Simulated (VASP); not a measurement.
# Be2ZnTe5 (P-4m2) in VASP: notebook

Runs on Be2ZnTe5. Level: PBE. Tasks: single point, relaxation of cell and atoms.

All numbers are computed with VASP 6.6.1; they aren't measurements. Logs are shortened: lines on timing, memory, paths and dates and some standing lists are left out, and cuts for length are marked.

## Step 1: The cell of the first run

Symmetry: P-4m2, No. 115, tetragonal system. Conventional cell: a = 4.041 Å, b = 4.041 Å, c = 13.822 Å, α = 90.00°, β = 90.00°, γ = 90.00°. Within 3.2 Å of Be (site symmetry 2mm) lie 4 Te at 2.45 to 2.46 Å. Within 3.5 Å of Zn (site symmetry -4m2) lie 4 Te at 2.63 Å. Within 3.2 Å of Te (site symmetry 2mm) lie 2 Be at 2.46 Å and 2 Te at 3.18 Å. Te (site symmetry 2mm) has 2 Be at 2.45 Å and 2 Zn at 2.63 Å within 3.2 Å. Te (site symmetry -4m2) has 8 Te at 3.18 to 4.04 Å within 4.2 Å.

## Step 2: Single point, PBE

INCAR

```
SYSTEM = Be2ZnTe5
ALGO     = Normal         ! electronic algorithm
EDIFF    = 1E-6           ! SCF threshold, eV
ENCUT    = 520            ! plane-wave cutoff, eV
GGA      = PE             ! functional
ISIF     = 2              ! what is computed and relaxed
ISMEAR   = 0              ! smearing method
LASPH    = .TRUE.         ! aspherical terms in the spheres
LCHARG   = .FALSE.        ! write CHGCAR
LREAL    = .FALSE.        ! projectors in reciprocal space
LWAVE    = .FALSE.        ! write WAVECAR
NBANDS   = 33             ! bands
NELM     = 60             ! most SCF steps
PREC     = Accurate       ! precision mode
SIGMA    = 0.1            ! smearing width, eV
```

KPOINTS

```
k-points
0
G
  8 8 4
  0 0 0
```

POSCAR

```
Be2ZnTe5
1.0
    4.0408418723      0.0000000000      0.0000000000
    0.0000000000      4.0408418723      0.0000000000
    0.0000000000      0.0000000000     13.8215191945
Be Zn Te
2 1 5
Direct
    0.5000000000      0.5000000000      0.2214736487
    0.5000000000      0.5000000000      0.7785263513
    0.0000000000      0.0000000000      0.0000000000
    0.5000000000      0.0000000000      0.3227865564
    0.0000000000      0.5000000000      0.1215884876
    0.0000000000      0.5000000000      0.6772134436
    0.5000000000      0.0000000000      0.8784115124
    0.0000000000      0.0000000000      0.5000000000
```

Potentials or basis: VASP PAW PBE potentials, release 64 (Be, Zn, Te).

On the command line:

```bash
$ cat potpaw_PBE.64/Be/POTCAR potpaw_PBE.64/Zn/POTCAR potpaw_PBE.64/Te/POTCAR > POTCAR
$ mpirun -np 1 vasp_std > vasp.out
```

OUTCAR:

```text
SYSTEM = Be2ZnTe5
   EDIFF = 1E-6
   ENCUT = 520
   GGA = PE
   ISIF = 2
   ISMEAR = 0
   LASPH = .TRUE.
   LREAL = .FALSE.
   NELM = 60
   PREC = Accurate

 ion  position               nearest neighbor table
   1  0.500  0.500  0.221-   5 2.45   5 2.45   4 2.46   4 2.46
   2  0.500  0.500  0.779-   7 2.45   7 2.45   6 2.46   6 2.46
   3  0.000  0.000  0.000-   5 2.63   7 2.63   5 2.63   7 2.63
   4  0.500  0.000  0.323-   1 2.46   1 2.46   8 3.18   8 3.18
   5  0.000  0.500  0.122-   1 2.45   1 2.45   3 2.63   3 2.63
   6  0.000  0.500  0.677-   2 2.46   2 2.46   8 3.18   8 3.18
   7  0.500  0.000  0.878-   2 2.45   2 2.45   3 2.63   3 2.63
   8  0.000  0.000  0.500-   4 3.18   6 3.18   6 3.18   4 3.18

  LATTYP: Found a simple tetragonal cell.
 ALAT       =     4.0408418723
 C/A-ratio  =     3.4204553485

  Lattice vectors:

 A1 = (   4.0408418723,   0.0000000000,   0.0000000000)
 A2 = (   0.0000000000,   4.0408418723,   0.0000000000)
 A3 = (   0.0000000000,   0.0000000000,  13.8215191945)

Analysis of symmetry for initial positions (statically):
=====================================================================
 Subroutine PRICEL returns:
 Original cell was already a primitive cell.

 Routine SETGRP: Setting up the symmetry group for a
 simple tetragonal supercell.

 Subroutine GETGRP returns: Found  8 space group operations
 (whereof  8 operations were pure point group operations)
 out of a pool of 16 trial point group operations.

The static configuration has the point symmetry D_2d.

Analysis of symmetry for dynamics (positions and initial velocities):
=====================================================================
 Subroutine PRICEL returns:
 Original cell was already a primitive cell.

 Routine SETGRP: Setting up the symmetry group for a
 simple tetragonal supercell.

 Subroutine GETGRP returns: Found  8 space group operations
 (whereof  8 operations were pure point group operations)
 out of a pool of 16 trial point group operations.

The dynamic configuration has the point symmetry D_2d.

 Subroutine INISYM returns: Found  8 space group operations
 (whereof  8 operations are pure point group operations),
 and found     1 'primitive' translations

----------------------------------------------------------------------------------------

[... 108 lines left out ...]
   IBRION =     -1    ionic relax: 0-MD 1-quasi-New 2-CG
   NFREE  =      0    steps in history (QN), initial steepest desc. (CG)
   ISIF   =      2    stress and relaxation
   ISYM   =      2    0-nonsym 1-usesym 2-fastsym
   POTIM  = 0.5000    time-step for ionic-motion
   TEBEG  =    0.0;   TEEND  =   0.0 temperature during run
   PSTRESS=    0.0 pullay stress
   NELECT =      46.0000    total number of electrons
   NUPDOWN=      -1.0000    fix difference up-down
   EMIN   =  10.00;   EMAX   =-10.00  energy-range for DOS
   EFERMI =   0.00;   METHOD = LEGACY
   ISMEAR =     0;   SIGMA  =   0.10  broadening in eV -4-tet -1-fermi 0-gaus
   EFERMI_NEDOS =   21; number of points for ismear=-14 and -15
   IALGO  =     38    algorithm
   IMIX   =      4    mixing-type and parameters
     AMIX     =   0.40;   BMIX     =  1.00
     AMIX_MAG =   1.60;   BMIX_MAG =  1.00
  volume/ion in A,a.u.               =      28.21       190.37
  Fermi-wavevector in a.u.,A,eV,Ry     =   0.963447  1.820650 12.629325  0.928229
  Thomas-Fermi vector in A             =   2.092993
   LORBIT       =      0    0 simple, 1 ext, 2 COOP (PROOUT), +10 PAW based schemes
   GGA     = PE    functional components
   LHFCALC =     F    Hartree Fock is set to
   AEXX    =    0.0000 exact exchange contribution
   IVDW    =     0    specifies the selected vdW correction
   LEPSILON=     F    determine dielectric tensor
   LRPA    =     F    only Hartree local field effects (RPA)
 non-spin polarized calculation
 Gauss-broadening in eV      SIGMA  =   0.10
  energy-cutoff  :      520.00
  volume of cell :      225.68
 maximum number of plane-waves:      6117
   NGX = 15   NGY = 15   NGZ = 51

 number of electron      46.0000012 magnetization

 Free energy of the ion-electron system (eV)
  ---------------------------------------------------
  ext. energy  EPLUGINS =         0.00000000
  ---------------------------------------------------
  free energy    TOTEN  =       -25.35187072 eV

  energy without entropy =      -25.33710521  energy(sigma->0) =      -25.34448797

 E-fermi :   4.4531     XC(G=0):  -8.8006

 val. band max:        4.4500532083   @ k =   0.2500   0.2500   0.5000
 cond. band min:       4.4553470060   @ k =   0.2500   0.0000   0.2500
 fundamental gap:      0.0052937977
 Fermi energy:         4.4530767272

 k-point     1 :       0.0000    0.0000    0.0000
  band No.  band energies     occupation
      1      -8.0324      2.00000
      2      -7.4839      2.00000
      3      -7.4767      2.00000
      4      -6.5082      2.00000
      5      -5.5221      2.00000
      6      -2.7474      2.00000
[... 853 lines left out ...]
     32       9.3420      0.00000
     33       9.7307      0.00000

 [... further k-points ...]

------------------------ aborting loop because EDIFF is reached ----------------------------------------

  FORCE on cell =-STRESS in cart. coord.  units (eV):
  Direction    XX          YY          ZZ          XY          YZ          ZX
  --------------------------------------------------------------------------------------
  -------------------------------------------------------------------------------------
  Total        0.0980143      0.0980143      0.1001921      0.0000000      0.0000000      0.0000000
  in kB        0.6958255      0.6958255      0.7112866      0.0000000      0.0000000      0.0000000
  external PRESSURE =       0.7009792 kB  Pullay stress =       0.0000000 kB

 VOLUME and BASIS-vectors are now :
 -----------------------------------------------------------------------------
  energy-cutoff  :      520.00
  volume of cell :      225.68
      direct lattice vectors                 reciprocal lattice vectors
     4.040841872  0.000000000  0.000000000     0.247473183  0.000000000  0.000000000
     0.000000000  4.040841872  0.000000000     0.000000000  0.247473183  0.000000000
     0.000000000  0.000000000 13.821519195     0.000000000  0.000000000  0.072350947

 POSITION                                       TOTAL-FORCE (eV/Angst)
 -----------------------------------------------------------------------------------
      2.02042      2.02042      3.06110        -0.000000     -0.000000     -0.002146
      2.02042      2.02042     10.76042        -0.000000     -0.000000      0.002146
      0.00000      0.00000      0.00000        -0.000000      0.000000     -0.000000
      2.02042      0.00000      4.46140        -0.000000      0.000000      0.019106
      0.00000      2.02042      1.68054        -0.000000      0.000000      0.001711
      0.00000      2.02042      9.36012        -0.000000     -0.000000     -0.019106
      2.02042      0.00000     12.14098         0.000000      0.000000     -0.001711
      0.00000      0.00000      6.91076        -0.000000      0.000000     -0.000000
 -----------------------------------------------------------------------------------
    total drift:                                0.000000     -0.000000     -0.000000

  FREE ENERGIE OF THE ION-ELECTRON SYSTEM (eV)
  ---------------------------------------------------
  free  energy   TOTEN  =       -25.3518707238 eV

  energy  without entropy=      -25.3371052070  energy(sigma->0) =      -25.34448797
```

OSZICAR:

```text
N       E                     dE             d eps       ncg     rms          rms(c)
DAV:   1     0.245104082860E+03    0.24510E+03   -0.17843E+04  2970   0.121E+03
DAV:   2    -0.222630318205E+01   -0.24733E+03   -0.23469E+03  3451   0.239E+02
DAV:   3    -0.253602103111E+02   -0.23134E+02   -0.22709E+02  3743   0.776E+01
DAV:   4    -0.260309977397E+02   -0.67079E+00   -0.66881E+00  3583   0.133E+01
DAV:   5    -0.260523027180E+02   -0.21305E-01   -0.21300E-01  4178   0.236E+00    0.113E+01
DAV:   6    -0.253972379063E+02    0.65506E+00   -0.17036E+00  4029   0.218E+01    0.681E+00
DAV:   7    -0.253507623800E+02    0.46476E-01   -0.90865E-01  3664   0.454E+00    0.314E+00
DAV:   8    -0.253576330066E+02   -0.68706E-02   -0.56320E-02  3564   0.105E+00    0.588E-01
DAV:   9    -0.253518998250E+02    0.57332E-02   -0.13238E-02  3586   0.680E-01    0.524E-01
DAV:  10    -0.253517498615E+02    0.14996E-03   -0.26943E-03  3707   0.258E-01    0.300E-01
DAV:  11    -0.253518119953E+02   -0.62134E-04   -0.50193E-04  3503   0.139E-01    0.124E-01
DAV:  12    -0.253518599102E+02   -0.47915E-04   -0.16215E-04  3874   0.110E-01    0.279E-02
DAV:  13    -0.253518675505E+02   -0.76403E-05   -0.22330E-05  3497   0.308E-02    0.124E-02
DAV:  14    -0.253518695161E+02   -0.19656E-05   -0.31187E-06  3171   0.103E-02    0.859E-03
DAV:  15    -0.253518706287E+02   -0.11126E-05   -0.42496E-06  2993   0.173E-02    0.346E-03
DAV:  16    -0.253518707238E+02   -0.95077E-07   -0.32125E-07  2073   0.553E-03
   1 F= -.25351871E+02 E0= -.25344488E+02  d E =-.147655E-01
```

stdout:

```text
POSCAR found type information on POSCAR BeZnTe
 POSCAR found :  3 types and       8 ions
 scaLAPACK will be used
 LDA part: xc-table for (Slater+PW92), standard interpolation
 POSCAR, INCAR and KPOINTS ok, starting setup
 FFT: planning ... GRIDC
 FFT: planning ... GRID_SOFT
 FFT: planning ... GRID
 WAVECAR not read
 entering main loop
```

It took 12 min on 1 thread of Intel Xeon 8259CL, shared host; peak memory 0.51 GiB.

Results:

| Item | Value |
| --- | --- |
| Free energy | -25.3519 eV |
| Pressure | 0.1 GPa |
| Largest force | 0.019 eV/Å |
| Band gap on the k mesh | zero (bands 23 and 24 overlap by 1.48 eV) |

Forces on the atoms (eV/Å):
```
Be   0.000  0.000 -0.002
Be   0.000  0.000  0.002
Zn   0.000  0.000  0.000
Te   0.000  0.000  0.019
Te   0.000  0.000  0.002
Te   0.000  0.000 -0.019
Te   0.000  0.000 -0.002
Te   0.000  0.000  0.000
```

Caveat: spin-orbit coupling is left out, which moves the levels of the heavy elements.

## Step 3: Relaxation of cell and atoms, PBE

This run uses another cell than the first one, of 26.06 Å³/atom.

INCAR

```
SYSTEM = Be2ZnTe5
  PREC = Accurate
  ENCUT = 600
  EDIFF = 1E-7
  ISMEAR = 0
  SIGMA = 0.2
  LREAL = .False.
  LASPH = .True.
  NELM = 60
  ALGO = Normal
  ISIF = 3
  LWAVE = .False.
  LCHARG = .False.
  GGA = PE
  IBRION = 2
  NSW = 36
  EDIFFG = -0.08
```

KPOINTS

```
Automatic mesh
0
Gamma
  4 4 2
  0 0 0
```

POSCAR

```
Be2ZnTe5
1.0
    4.1000000000      0.0000000000      0.0000000000
    0.0000000000      4.1000000000      0.0000000000
    0.0000000000      0.0000000000     12.4000000000
Be Zn Te
2 1 5
Direct
    0.5000000000      0.5000000000      0.2350000000
    0.5000000000      0.5000000000      0.7650000000
    0.0000000000      0.0000000000      0.0000000000
    0.5000000000      0.0000000000      0.3360000000
    0.0000000000      0.5000000000      0.1300000000
    0.0000000000      0.5000000000      0.6640000000
    0.5000000000      0.0000000000      0.8700000000
    0.0000000000      0.0000000000      0.5000000000
```

Potentials or basis: VASP PAW PBE potentials, release 64 (Be, Zn, Te).

On the command line:

```bash
$ cat potpaw_PBE.64/Be/POTCAR potpaw_PBE.64/Zn/POTCAR potpaw_PBE.64/Te/POTCAR > POTCAR
$ mpirun -np 1 vasp_std > vasp.out
```

Run time: 17 min. Hardware: 1 thread of Intel Xeon 8259CL, shared host; peak memory 0.43 GiB.

The run converged. Its results:

| Property | Result |
| --- | --- |
| Free energy | -25.2457 eV |
| Relaxed volume | 28.47 Å³/atom |
| Relaxed cell | a = 4.091 Å, b = 4.091 Å, c = 13.607 Å, α = 90.00°, β = 90.00°, γ = 90.00° |
| Space group after relaxing (to 0.1 Å) | P-4m2 (No. 115) |
| Energy gained by relaxing | 118.0 meV/atom |
| Ionic steps | 11 |
| Pressure after relaxing | 0.1 GPa |
| Largest force after relaxing | 0.040 eV/Å |
| Band gap on the k mesh | zero (bands 23 and 24 overlap by 1.30 eV) |

Forces in eV/Å, atoms in the order of the input:
```
Be   0.000  0.000 -0.035
Be   0.000  0.000  0.035
Zn   0.000  0.000  0.000
Te   0.000  0.000 -0.009
Te   0.000  0.000  0.040
Te   0.000  0.000  0.009
Te   0.000  0.000 -0.040
Te   0.000  0.000  0.000
```

Stress tensor (GPa, compression positive):
```
0.03 0.00 0.00
0.00 0.03 0.00
0.00 0.00 0.18
```

Step by step:
| step | energy change (eV) | largest force (eV/Å) | pressure (GPa) | volume (Å³) |
| --- | --- | --- | --- | --- |
| 1 | 0.0000 | 1.5090 | 6.31 | 208.44 |
| 2 | -0.6818 | 0.4039 | -1.69 | 240.82 |
| 3 | -0.6947 | 0.5034 | -0.94 | 236.39 |
| 4 | -0.8074 | 0.3956 | -0.66 | 233.24 |
| 5 | -0.8852 | 0.3797 | -0.13 | 228.72 |
| 6 | -0.8884 | 0.3757 | 0.03 | 227.51 |
| 7 | -0.9151 | 0.2319 | 0.10 | 227.02 |
| 8 | -0.9325 | 0.1708 | 0.25 | 226.18 |
| 9 | -0.9401 | 0.1221 | -0.16 | 228.52 |
| 10 | -0.9406 | 0.1060 | -0.29 | 229.31 |
| 11 | -0.9441 | 0.0405 | 0.08 | 227.76 |

Final structure:
```
CELL_PARAMETERS angstrom
4.09121 0.00000 0.00000
0.00000 4.09121 0.00000
0.00000 0.00000 13.60741
ATOMIC_POSITIONS crystal
Be 0.50000 0.50000 0.22233
Be 0.50000 0.50000 0.77767
Zn 0.00000 0.00000 0.00000
Te 0.50000 0.00000 0.32278
Te 0.00000 0.50000 0.12210
Te 0.00000 0.50000 0.67722
Te 0.50000 0.00000 0.87790
Te 0.00000 0.00000 0.50000
```

Levels at points of the mesh, in eV from the Fermi level:
| k point | band 21 | band 22 | band 23 | band 24 | band 25 | band 26 |
| --- | --- | --- | --- | --- | --- | --- |
| (0.00, 0.00, 0.00) | -0.50 | -0.50 | 0.65 | 0.65 | 1.04 | 2.02 |
| (0.50, 0.00, 0.00) | -1.36 | -0.92 | -0.30 | 0.84 | 1.06 | 2.75 |
| (0.50, 0.50, 0.00) | -3.01 | -2.12 | -0.64 | -0.64 | 0.93 | 2.51 |
| (0.00, 0.00, 0.50) | -0.82 | -0.49 | 0.61 | 0.82 | 0.82 | 2.03 |
| (0.50, 0.00, 0.50) | -1.04 | -0.92 | -0.04 | 0.50 | 0.84 | 2.70 |
| (0.50, 0.50, 0.50) | -3.04 | -1.74 | -0.57 | -0.57 | 0.43 | 2.37 |

Caveat: the k points lie up to 0.38 Å⁻¹ apart in the final cell, too coarse for converged energies and pressures of a metal; spin-orbit coupling is left out, which moves the levels of the heavy elements; the relaxation stopped at a loose force limit of 0.08 eV/Å, so its end isn't a converged minimum.

The gap in the log of VASP goes by the Fermi energy; the results here count the filled bands.